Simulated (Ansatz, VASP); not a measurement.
# H: VASP beside Ansatz

```
H
1.0
     8.00000    0.00000    0.00000
     0.00000    8.00000    0.00000
     0.00000    0.00000    8.00000
H
2
Direct
  0.50000 0.50000 0.43125
  0.50000 0.50000 0.56875
```

Alike in both runs: task single point; functional PBEsol; k mesh 1 × 1 × 1; no spin polarisation.

```csv
,VASP,Ansatz
version,VASP 6.6.1,Ansatz 0.2.0
potentials or method,"VASP PAW PBE potentials, release 64 (H), cutoff 400 eV","scalar-relativistic, plane waves, PAW"
occupations,"gaussian, width 0.01 eV",fixed
valence electrons in the cell,2,2
```

|  | VASP | Ansatz | Ansatz less VASP |
| --- | --- | --- | --- |
| gap on the k mesh at the Fermi level (eV) | 7.78 | 7.78 | +0.001 |
| rms of the force components (eV/Å) | 2.584 | 2.584 | +0.0001 |

VASP's potentials were made for PBE, not for PBEsol. Atom by atom the forces differ by 0.000 eV/Å (rms over components). Ansatz's warnings: xc potential rough in thin density.
